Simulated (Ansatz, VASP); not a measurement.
# HfN in VASP and in Ansatz

The input POSCAR:

```
HfN
1.0
    0.0000000000      2.4548220000      2.2707103500
    2.4548220000      0.0000000000      2.2707103500
    2.4548220000      2.4548220000      0.0000000000
Hf N
1 1
Direct
    0.0000000000      0.0000000000      0.0000000000
    0.7500000000      0.7500000000      0.7500000000
```

INCAR.step1

```
ALGO     = Normal         # electronic algorithm
EDIFF    = 1E-4           # SCF threshold, eV
ENCUT    = 520            # plane-wave cutoff, eV
GGA      = PE             # functional
ISMEAR   = 0              # smearing method
LASPH    = True           # aspherical terms in the spheres
LCHARG   = False          # write CHGCAR
LREAL    = False          # projectors in reciprocal space
LWAVE    = True           # write WAVECAR
NBANDS   = 14             # bands
NELM     = 60             # most SCF steps
PREC     = Accurate       # precision mode
SIGMA    = 0.15           # smearing width, eV
```

The input INCAR.step2:

```
ALGO     = Normal         # electronic algorithm
EDIFF    = 1E-6           # SCF threshold, eV
ENCUT    = 520            # plane-wave cutoff, eV
ISIF     = 2              # what is computed and relaxed
ISMEAR   = 0              # smearing method
ISTART   = 1            
LASPH    = True           # aspherical terms in the spheres
LCHARG   = False          # write CHGCAR
LMIXTAU  = True         
LREAL    = False          # projectors in reciprocal space
LWAVE    = False          # write WAVECAR
METAGGA  = R2SCAN         # meta-GGA
NBANDS   = 14             # bands
NELM     = 60             # most SCF steps
PREC     = Accurate       # precision mode
SIGMA    = 0.15           # smearing width, eV
```

The input KPOINTS:

```
k-points
0
Gamma
  16 16 16
```

Input for Ansatz:

```yaml
crystal:
  lattice:
    - [0.0, 2.454822, 2.27071035]
    - [2.454822, 0.0, 2.27071035]
    - [2.454822, 2.454822, 0.0]
  atoms:
    - { symbol: Hf, position: [0.0, 0.0, 0.0] }
    - { symbol: "N", position: [0.75, 0.75, 0.75] }
basis:
  ecutwfc: 500
kpoints:
  mp_grid: { grid: [16, 16, 16] }
hamiltonian:
  xc: r2scan
scf:
  occupations: { method: gaussian, width: 0.15 }
output:
  forces: true
  stress: true
  eigenvalues: true
```

Change from the starting cell: strain -0.0750 x Voigt [0, 0, 1, 0, 0, 0], atoms carried along.

Alike in both runs: task single point; functional r2SCAN; k mesh 16 × 16 × 16; occupations gaussian, width 0.15 eV; no spin polarisation.

|  | VASP | Ansatz |
| --- | --- | --- |
| version | VASP 6.6.1 | Ansatz 0.2.0 |
| potentials or method | VASP PAW PBE potentials, release 64 (Hf_pv, N), cutoff 520 eV | scalar-relativistic, plane waves, PAW |
| valence electrons in the cell | 15 | 31 |

|  | VASP | Ansatz | Ansatz less VASP |
| --- | --- | --- | --- |
| gap on the k mesh at the Fermi level (eV) | none | none | - |
| pressure (GPa) | 13.8 | 15.0 | +1.22 |
| traceless stress, the component that is largest in VASP (GPa) | 7.18 | 7.15 | -0.022 |

VASP's potentials were made for PBE, not for r2SCAN. A gap of «none» marks a metal or a gap that the smearing closes. With one functional, cell and mesh, what is left measures potentials, basis and numerics. VASP's potentials hold 15 valence electrons a cell and Ansatz's 31, so a difference there can come from the potentials and not from the codes.

Neither program's run includes spin-orbit coupling.
